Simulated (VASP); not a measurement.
# Mg3SiO (Pm-3m) in VASP: notebook

Runs on Mg3SiO. Level: r2SCAN. Tasks: single point.

All numbers are computed with VASP 6.6.1; they aren't measurements. Logs are shortened: lines on timing, memory, paths and dates and some standing lists are left out, and cuts for length are marked.

### Step 1. The cell of the first run

It takes space group Pm-3m (No. 221, cubic). Conventional cell: a = 4.098 Å, b = 4.098 Å, c = 4.098 Å, α = 90.00°, β = 90.00°, γ = 90.00°. Within 3.8 Å of Si (site symmetry m-3m) lie 12 Mg at 2.90 Å and 8 O at 3.55 Å. O (site symmetry m-3m) has 6 Mg at 2.05 Å within 2.7 Å. Mg (site symmetry 4/mmm) has 2 O at 2.05 Å within 2.7 Å.

### Step 2. Single point, r2SCAN (13.77 Å³/atom)

File POSCAR:

```
Mg3SiO
1.0
    4.0982302875      0.0000000000      0.0000000000
    0.0000000000      4.0982302875      0.0000000000
    0.0000000000      0.0000000000      4.0982302875
Si O Mg
1 1 3
Direct
    0.0000000000      0.0000000000      0.0000000000
    0.5000000000      0.5000000000      0.5000000000
    0.5000000000      0.5000000000      0.0000000000
    0.5000000000      0.0000000000      0.5000000000
    0.0000000000      0.5000000000      0.5000000000
```

File INCAR.step1:

```
SYSTEM = Mg3SiO
  PREC = Accurate
  ENCUT = 520
  ISMEAR = -1
  SIGMA = 0.02
  LREAL = .False.
  LASPH = .True.
  NELM = 80
  NBANDS = 16
  GGA = PE
  ALGO = Normal
  EDIFF = 1E-4
  LWAVE = .True.
  LCHARG = .False.
```

File INCAR.step2:

```
SYSTEM = Mg3SiO
  PREC = Accurate
  ENCUT = 520
  EDIFF = 1E-6
  ISMEAR = -1
  SIGMA = 0.02
  LREAL = .False.
  LASPH = .True.
  NELM = 80
  ALGO = Normal
  ISIF = 2
  LWAVE = .False.
  LCHARG = .True.
  METAGGA = R2SCAN
  LMIXTAU = .True.
  LELF = .True.
  LVHAR = .True.
  NBANDS = 16
  ISTART = 1
```

File KPOINTS:

```
regular mesh
0
Gamma
  6 6 6
  0 0 0
```

Potentials or basis: VASP PAW PBE potentials, release 64 (Si, O, Mg).

The run is started by

```
$ cat potpaw_PBE.64/Si/POTCAR potpaw_PBE.64/O/POTCAR potpaw_PBE.64/Mg/POTCAR > POTCAR
$ cp INCAR.step1 INCAR
$ mpirun -np 1 vasp_std > vasp.out
$ cp INCAR.step2 INCAR
$ mpirun -np 1 vasp_std > vasp.out
```

OUTCAR:

```text
SYSTEM = Mg3SiO
   PREC = Accurate
   ENCUT = 520
   EDIFF = 1E-6
   ISMEAR = -1
   LREAL = .False.
   LASPH = .True.
   NELM = 80
   ISIF = 2
   METAGGA = R2SCAN
   ISTART = 1

 ion  position               nearest neighbor table
   1  0.000  0.000  0.000-   3 2.90   4 2.90   5 2.90   4 2.90   5 2.90   3 2.90   5 2.90   5 2.90
                             3 2.90   4 2.90   4 2.90   3 2.90
   2  0.500  0.500  0.500-   3 2.05   4 2.05   5 2.05   3 2.05   4 2.05   5 2.05
   3  0.500  0.500  0.000-   2 2.05   2 2.05   4 2.90   5 2.90   1 2.90   4 2.90   5 2.90   1 2.90
                             4 2.90   4 2.90   1 2.90   5 2.90   5 2.90   1 2.90
   4  0.500  0.000  0.500-   2 2.05   2 2.05   3 2.90   5 2.90   1 2.90   3 2.90   1 2.90   3 2.90
                             5 2.90   3 2.90   1 2.90   5 2.90   1 2.90   5 2.90
   5  0.000  0.500  0.500-   2 2.05   2 2.05   3 2.90   4 2.90   1 2.90   3 2.90   1 2.90   4 2.90
                             1 2.90   1 2.90   3 2.90   4 2.90   3 2.90   4 2.90

  LATTYP: Found a simple cubic cell.
 ALAT       =     4.0982302875

  Lattice vectors:

 A1 = (   4.0982302875,   0.0000000000,   0.0000000000)
 A2 = (   0.0000000000,   4.0982302875,   0.0000000000)
 A3 = (   0.0000000000,   0.0000000000,   4.0982302875)

Analysis of symmetry for initial positions (statically):
=====================================================================
 Subroutine PRICEL returns:
 Original cell was already a primitive cell.

 Routine SETGRP: Setting up the symmetry group for a
 simple cubic supercell.

 Subroutine GETGRP returns: Found 48 space group operations
 (whereof 48 operations were pure point group operations)
 out of a pool of 48 trial point group operations.

The static configuration has the point symmetry O_h .

Analysis of symmetry for dynamics (positions and initial velocities):
=====================================================================
 Subroutine PRICEL returns:
 Original cell was already a primitive cell.

 Routine SETGRP: Setting up the symmetry group for a
 simple cubic supercell.

 Subroutine GETGRP returns: Found 48 space group operations
 (whereof 48 operations were pure point group operations)
 out of a pool of 48 trial point group operations.

The dynamic configuration has the point symmetry O_h .

 Subroutine INISYM returns: Found 48 space group operations
 (whereof 48 operations are pure point group operations),
 and found     1 'primitive' translations

----------------------------------------------------------------------------------------

                                     Primitive cell

  volume of cell :      68.8318

  direct lattice vectors                    reciprocal lattice vectors
     4.098230287  0.000000000  0.000000000     0.244007762  0.000000000  0.000000000
     0.000000000  4.098230287  0.000000000     0.000000000  0.244007762  0.000000000
     0.000000000  0.000000000  4.098230287     0.000000000  0.000000000  0.244007762

  length of vectors
     4.098230287  4.098230287  4.098230287     0.244007762  0.244007762  0.244007762

  position of ions in fractional coordinates (direct lattice)
     0.000000000  0.000000000  0.000000000
     0.500000000  0.500000000  0.500000000
     0.500000000  0.500000000  0.000000000
     0.500000000  0.000000000  0.500000000
     0.000000000  0.500000000  0.500000000

  ion indices of the primitive-cell ions
   primitive index   ion index
                 1           1
                 2           2
                 3           3
                 4           4
                 5           5

----------------------------------------------------------------------------------------

 KPOINTS: regular mesh

Automatic generation of k-mesh.
 Grid dimensions read from file:
 generate k-points for:    6    6    6

 Generating k-lattice:

  Cartesian coordinates                     Fractional coordinates (reciprocal lattice)
     0.040667960  0.000000000  0.000000000     0.166666667  0.000000000  0.000000000
     0.000000000  0.040667960  0.000000000     0.000000000  0.166666667  0.000000000
     0.000000000  0.000000000  0.040667960     0.000000000  0.000000000  0.166666667

  Length of vectors
     0.040667960  0.040667960  0.040667960

  Shift w.r.t. Gamma in fractional coordinates (k-lattice)
     0.000000000  0.000000000  0.000000000

 Subroutine IBZKPT returns following result:
 ===========================================

 Found     20 irreducible k-points:

 Following reciprocal coordinates:
            Coordinates               Weight
  0.000000  0.000000  0.000000      1.000000
  0.166667  0.000000  0.000000      6.000000
  0.333333  0.000000  0.000000      6.000000
  0.500000  0.000000  0.000000      3.000000
  0.166667  0.166667  0.000000     12.000000
  0.333333  0.166667  0.000000     24.000000
[... 12 lines left out ...]
  0.500000  0.500000  0.333333      6.000000
  0.500000  0.500000  0.500000      1.000000
   k-points           NKPTS =     20   k-points in BZ     NKDIM =     20   number of bands    NBANDS=     16
   number of dos      NEDOS =    301   number of ions     NIONS =      5
   total plane-waves  NPLWV =  27000
   dimension x,y,z NGX =    30 NGY =   30 NGZ =   30
   dimension x,y,z NGXF=    60 NGYF=   60 NGZF=   60
   ions per type =               1   1   3
   NGX,Y,Z   is equivalent  to a cutoff of  12.17, 12.17, 12.17 a.u.
   NGXF,Y,Z  is equivalent  to a cutoff of  24.34, 24.34, 24.34 a.u.
 SYSTEM =  Mg3SiO
   PREC   = accura    normal or accurate (medium, high low for compatibility)
   ISTART =      1    job   : 0-new  1-cont  2-samecut
   ICHARG =      0    charge: 1-file 2-atom 10-const
   ISPIN  =      1    spin polarized calculation?
   LNONCOLLINEAR =      F non collinear calculations
   LSORBIT =      F    spin-orbit coupling
   LASPH  =      T    aspherical Exc in radial PAW
   ENCUT  =  520.0 eV  38.22 Ry    6.18 a.u.   7.62  7.62  7.62*2*pi/ulx,y,z
   NELM   =     80;   NELMIN=  2; NELMDL=  0     # of ELM steps
   EDIFF  = 0.1E-05   stopping-criterion for ELM
   LREAL  =      F    real-space projection
   EDIFFG = 0.1E-04   stopping-criterion for IOM
   NSW    =      0    number of steps for IOM
   IBRION =     -1    ionic relax: 0-MD 1-quasi-New 2-CG
   NFREE  =      0    steps in history (QN), initial steepest desc. (CG)
   ISIF   =      2    stress and relaxation
   ISYM   =      2    0-nonsym 1-usesym 2-fastsym
   POTIM  = 0.5000    time-step for ionic-motion
   TEBEG  =    0.0;   TEEND  =   0.0 temperature during run
   PSTRESS=    0.0 pullay stress
   NELECT =      16.0000    total number of electrons
   NUPDOWN=      -1.0000    fix difference up-down
   EMIN   =  10.00;   EMAX   =-10.00  energy-range for DOS
   EFERMI =   0.00;   METHOD = LEGACY
   ISMEAR =    -1;   SIGMA  =   0.02  broadening in eV -4-tet -1-fermi 0-gaus
   EFERMI_NEDOS =   21; number of points for ismear=-14 and -15
   IALGO  =     38    algorithm
   IMIX   =      4    mixing-type and parameters
     AMIX     =   0.40;   BMIX     =  1.00
     AMIX_MAG =   1.60;   BMIX_MAG =  1.00
  volume/ion in A,a.u.               =      13.77        92.90
  Fermi-wavevector in a.u.,A,eV,Ry     =   1.006588  1.902176 13.785690  1.013220
  Thomas-Fermi vector in A             =   2.139340
   LORBIT       =      0    0 simple, 1 ext, 2 COOP (PROOUT), +10 PAW based schemes
   METAGGA = R2SCAN    functional components
   LHFCALC =     F    Hartree Fock is set to
   AEXX    =    0.0000 exact exchange contribution
   IVDW    =     0    specifies the selected vdW correction
   LEPSILON=     F    determine dielectric tensor
   LRPA    =     F    only Hartree local field effects (RPA)
 non-spin polarized calculation
  energy-cutoff  :      520.00
  volume of cell :       68.83
 maximum number of plane-waves:      1870
   NGX = 15   NGY = 15   NGZ = 15

 number of electron      15.9999993 magnetization

 Free energy of the ion-electron system (eV)
  ---------------------------------------------------
  ext. energy  EPLUGINS =         0.00000000
  ---------------------------------------------------
  free energy    TOTEN  =       -32.74908356 eV

  energy without entropy =      -32.74887892  energy(sigma->0) =      -32.74898124

 E-fermi :   6.2120     XC(G=0): -10.6957

 val. band max:        6.1510300362   @ k =   0.5000   0.5000   0.0000
 cond. band min:       6.2730502235   @ k =   0.5000   0.5000   0.0000
 fundamental gap:      0.1220201873
 Fermi energy:         6.2120420424

 k-point     1 :       0.0000    0.0000    0.0000
  band No.  band energies     occupation
      1     -15.8989      2.00000
      2      -3.5741      2.00000
      3      -0.8310      2.00000
      4      -0.8310      2.00000
      5      -0.8310      2.00000
      6       5.5865      2.00000
[... 8 lines left out ...]
     15      15.3244      0.00000
     16      15.3244      0.00000

 k-point     2 :       0.1667    0.0000    0.0000
  band No.  band energies     occupation
      1     -15.8778      2.00000
      2      -3.5572      2.00000
      3      -0.7938      2.00000
      4      -0.7938      2.00000
      5      -0.7780      2.00000
      6       3.9565      2.00000
[... 8 lines left out ...]
     15      14.1099      0.00000
     16      15.4631      0.00000

 k-point     3 :       0.3333    0.0000    0.0000
  band No.  band energies     occupation
      1     -15.8348      2.00000
      2      -3.5595      2.00000
      3      -0.7165      2.00000
      4      -0.7165      2.00000
      5      -0.4236      2.00000
      6       2.0967      2.00000
[... 8 lines left out ...]
     15      13.2883      0.00000
     16      13.8625      0.00000

 k-point     4 :       0.5000    0.0000    0.0000
  band No.  band energies     occupation
      1     -15.8132      2.00000
      2      -3.5795      2.00000
      3      -0.6763      2.00000
      4      -0.6763      2.00000
      5       0.2013      2.00000
      6       0.9339      2.00000
[... 8 lines left out ...]
     15      14.3420      0.00000
     16      14.7010      0.00000

 k-point     5 :       0.1667    0.1667    0.0000
  band No.  band energies     occupation
      1     -15.8570      2.00000
      2      -3.4905      2.00000
      3      -1.0954      2.00000
      4      -0.7608      2.00000
      5      -0.4622      2.00000
      6       3.7991      2.00000
[... 8 lines left out ...]
     15      14.4669      0.00000
     16      14.8202      0.00000

 k-point     6 :       0.3333    0.1667    0.0000
  band No.  band energies     occupation
      1     -15.8149      2.00000
      2      -3.3915      2.00000
      3      -1.1757      2.00000
      4      -0.6926      2.00000
      5      -0.1899      2.00000
      6       2.2575      2.00000
[... 8 lines left out ...]
     15      13.3236      0.00000
     16      14.4325      0.00000
[... 191 lines left out ...]
 k-point    17 :       0.3333    0.3333    0.3333
  band No.  band energies     occupation
      1     -15.7167      2.00000
      2      -2.3514      2.00000
      3      -1.2951      2.00000
      4      -1.2951      2.00000
      5      -0.5366      2.00000
      6       2.8438      2.00000
[... 8 lines left out ...]
     15      14.8253      0.00000
     16      16.6771      0.00000

 k-point    18 :       0.5000    0.3333    0.3333
  band No.  band energies     occupation
      1     -15.6972      2.00000
      2      -2.0319      2.00000
      3      -1.4010      2.00000
      4      -1.1780      2.00000
      5      -0.7858      2.00000
      6       2.5051      2.00000
[... 8 lines left out ...]
     15      16.7470      0.00000
     16      16.8736      0.00000

 k-point    19 :       0.5000    0.5000    0.3333
  band No.  band energies     occupation
      1     -15.6779      2.00000
      2      -1.4789      2.00000
      3      -1.4789      2.00000
      4      -1.1689      2.00000
      5      -1.1082      2.00000
      6       2.4437      2.00000
[... 8 lines left out ...]
     15      16.8254      0.00000
     16      17.8327      0.00000

 k-point    20 :       0.5000    0.5000    0.5000
  band No.  band energies     occupation
      1     -15.6591      2.00000
      2      -1.3368      2.00000
      3      -1.3368      2.00000
      4      -1.3368      2.00000
      5      -0.7393      2.00000
      6       2.2015      2.00000
[... 8 lines left out ...]
     15      16.9249      0.00000
     16      18.1121      0.00000

------------------------ aborting loop because EDIFF is reached ----------------------------------------

  FORCE on cell =-STRESS in cart. coord.  units (eV):
  Direction    XX          YY          ZZ          XY          YZ          ZX
  --------------------------------------------------------------------------------------
  -------------------------------------------------------------------------------------
  Total        2.4592765      2.4592765      2.4592765      0.0000000     -0.0000000     -0.0000000
  in kB       57.2438542     57.2438542     57.2438542      0.0000000     -0.0000000     -0.0000000
  external PRESSURE =      57.2438542 kB  Pullay stress =       0.0000000 kB

 VOLUME and BASIS-vectors are now :
 -----------------------------------------------------------------------------
  energy-cutoff  :      520.00
  volume of cell :       68.83
      direct lattice vectors                 reciprocal lattice vectors
     4.098230287  0.000000000  0.000000000     0.244007762  0.000000000  0.000000000
     0.000000000  4.098230287  0.000000000     0.000000000  0.244007762  0.000000000
     0.000000000  0.000000000  4.098230287     0.000000000  0.000000000  0.244007762

 POSITION                                       TOTAL-FORCE (eV/Angst)
 -----------------------------------------------------------------------------------
      0.00000      0.00000      0.00000         0.000000      0.000000      0.000000
      2.04912      2.04912      2.04912         0.000000      0.000000      0.000000
      2.04912      2.04912      0.00000         0.000000      0.000000      0.000000
      2.04912      0.00000      2.04912         0.000000      0.000000      0.000000
      0.00000      2.04912      2.04912         0.000000      0.000000      0.000000
 -----------------------------------------------------------------------------------
    total drift:                                0.000000      0.000000      0.000000

  FREE ENERGIE OF THE ION-ELECTRON SYSTEM (eV)
  ---------------------------------------------------
  free  energy   TOTEN  =       -32.7490835591 eV

  energy  without entropy=      -32.7488789181  energy(sigma->0) =      -32.74898124
```

It took 61 s on 1 thread of Intel Xeon Platinum 8488C (Sapphire Rapids), shared host; peak memory 0.18 GiB.

Results:

| Property | Result |
| --- | --- |
| Free energy | -32.7491 eV |
| Pressure | 5.7 GPa |
| Band gap on the k mesh | 0.12 eV |

Caveat: the cell stands under pressure; the PAW data sets were made with another functional, which shifts forces and pressure a little.

### Step 3. Single point, r2SCAN (14.21 Å³/atom)

This run uses another cell than the first one, of 14.21 Å³/atom.

Changes to POSCAR since step 2:

```diff
@@ -2,5 +2,5 @@
 1.0
-    4.0982302875      0.0000000000      0.0000000000
-    0.0000000000      4.0982302875      0.0000000000
-    0.0000000000      0.0000000000      4.0982302875
+    4.1413727241      0.0000000000      0.0000000000
+    0.0000000000      4.1413727241      0.0000000000
+    0.0000000000      0.0000000000      4.1413727241
 Si O Mg
```

File INCAR.step1:

```
PREC = Accurate
ENCUT = 520
ISMEAR = -1
SIGMA = 0.02
LREAL = F
LASPH = T
NELM = 60
NBANDS = 16
GGA = PE
ALGO = Normal
EDIFF = 1E-4
LWAVE = T
LCHARG = F
```

File INCAR.step2:

```
PREC = Accurate
ENCUT = 520
EDIFF = 1E-6
ISMEAR = -1
SIGMA = 0.02
LREAL = F
LASPH = T
NELM = 60
ALGO = Normal
ISIF = 2
LWAVE = F
LCHARG = F
METAGGA = R2SCAN
LMIXTAU = T
NBANDS = 16
ISTART = 1
```

File KPOINTS:

```
Automatic mesh
0
Gamma
  6 6 6
```

Potentials or basis: VASP PAW PBE potentials, release 64 (Si, O, Mg).

The run is started by

```
$ cat potpaw_PBE.64/Si/POTCAR potpaw_PBE.64/O/POTCAR potpaw_PBE.64/Mg/POTCAR > POTCAR
$ cp INCAR.step1 INCAR
$ mpirun -np 1 vasp_std > vasp.out
$ cp INCAR.step2 INCAR
$ mpirun -np 1 vasp_std > vasp.out
```

Run time: 47 s. Hardware: 1 thread of Intel Xeon Platinum 8488C (Sapphire Rapids), shared host; peak memory 0.19 GiB.

Results (log left out):

```yaml
Free_energy: -32.8046 eV
Pressure: 2.3 GPa
Band_gap_on_the_k_mesh: 0.19 eV
```

Levels at points of the mesh, in eV from the valence-band top:
| k point | band 5 | band 6 | band 7 | band 8 | band 9 | band 10 | band 11 | band 12 |
| --- | --- | --- | --- | --- | --- | --- | --- | --- |
| (0.00, 0.00, 0.00) | -6.78 | -0.50 | -0.50 | -0.50 | 0.80 | 0.80 | 2.82 | 6.17 |
| (0.50, 0.00, 0.00) | -5.81 | -5.06 | -0.74 | -0.74 | 1.81 | 3.84 | 4.42 | 4.42 |
| (0.50, 0.50, 0.00) | -6.55 | -2.93 | -2.93 | 0.00 | 0.19 | 2.91 | 3.32 | 3.32 |
| (0.50, 0.50, 0.50) | -6.79 | -3.79 | -3.79 | -3.79 | 2.12 | 2.12 | 2.12 | 5.40 |

Caveat: the PAW data sets were made with another functional, which shifts forces and pressure a little. A k mesh can miss the band edges.
